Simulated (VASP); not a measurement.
Crystal: Al5InAs6.

```
Al In As
1.0
     3.86600    0.00000    0.00000
    -1.93300    3.34806    0.00000
     0.00000    0.00000   19.06941
Al In As
5 1 6
Direct
  0.66667 0.33333 0.16686
  0.66667 0.33333 0.50020
  0.66667 0.33333 0.83353
  0.33333 0.66667 0.00020
  0.33333 0.66667 0.33353
  0.33333 0.66667 0.66686
  0.66667 0.33333 0.29164
  0.66667 0.33333 0.62497
  0.66667 0.33333 0.95830
  0.33333 0.66667 0.12497
  0.33333 0.66667 0.45830
  0.33333 0.66667 0.79164
```

* Program: VASP 6.6.1
* Task: relaxation of cell and atoms
* Functional: PBE
* Potentials or basis: VASP PAW PBE potentials, release 64 (Al, In_d, As)
* Cutoff: 600 eV
* k mesh: 6 × 6 × 1
* Occupations: gaussian, width 0.1 eV
* Spin: no spin polarisation

At the start: pressure 17.0 GPa; volume 20.57 Å³/atom.

Question: Where does the relaxation end?

Answer: Over 15 steps the energy falls by 204.8 meV/atom and the volume is 24.47 Å³/atom (+19.0 %); space group P3m1 (No. 156, to 0.1 Å) before and after.

Step by step:
```
step  energy change (eV)  largest force (eV/Å)  pressure (GPa)  volume (Å³)
   1              0.0000                2.3006           17.01       246.83
   2             -1.5507                0.5699           -6.00       333.36
   3             -2.3434                0.5699           -0.26       295.94
   4             -2.3431                0.5940           -0.04       294.90
   5             -2.3779                0.3859            0.06       294.17
   6             -2.4137                0.3411            0.35       292.34
   7             -2.4309                0.2356           -0.24       294.96
   8             -2.4316                0.2069           -0.40       295.67
   9             -2.4447                0.2446            0.03       293.70
  10             -2.4458                0.2760            0.19       292.95
  11             -2.4545                0.1230            0.04       293.54
  12             -2.4552                0.1524           -0.01       293.76
  13             -2.4574                0.0424           -0.02       293.85
  14             -2.4574                0.0482           -0.02       293.87
  15             -2.4576                0.0185            0.03       293.61
```

Final structure:
```
Al In As
1.0
     4.09377    0.00000    0.00000
    -2.04688    3.54531    0.00000
     0.00000    0.00000   20.22955
Al In As
5 1 6
Cartesian
  2.0469 1.1818 3.3744
  2.0469 1.1818 9.9822
  2.0469 1.1818 16.9885
  0.0000 2.3635 0.0674
  0.0000 2.3635 6.6812
  0.0000 2.3635 13.5166
  2.0469 1.1818 5.8658
  2.0469 1.1818 12.4576
  2.0469 1.1818 19.4828
  0.0000 2.3635 2.5617
  0.0000 2.3635 9.1749
  0.0000 2.3635 16.1871
```

Caveat: the volume moved by over 15 % at a fixed basis, so the end points are rough.
